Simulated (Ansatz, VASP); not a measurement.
**Y in VASP and in Ansatz**

```
CELL_PARAMETERS angstrom
0.01864 2.48500 2.48500
2.48500 0.01864 2.48500
2.50364 2.50364 0.00000
ATOMIC_POSITIONS crystal
Y 0.00000 0.00000 0.00000
```

Change from the starting cell: xy shear strain of +1.5 %.

Alike in both runs: task single point; functional PBE; k mesh 13 × 13 × 13; occupations fermi-dirac, width 0.05 eV; no spin polarisation.

```csv
,VASP,Ansatz
version,VASP 6.6.1,Ansatz 0.2.0
potentials or method,"VASP PAW PBE potentials, release 64 (Y_sv), cutoff 520 eV","all-electron LAPW, scalar-relativistic"
```

Ansatz gave:

| Quantity | Value |
| --- | --- |
| pressure (GPa) | 2.4 |
| traceless stress, the component that is largest in VASP (GPa) | -0.55 |

Q: Which values does VASP return?

A: Pressure (GPa): 2.3; traceless stress, the component that is largest in VASP (GPa): -0.54.

Ansatz ran all-electron here, and VASP with PAW potentials.
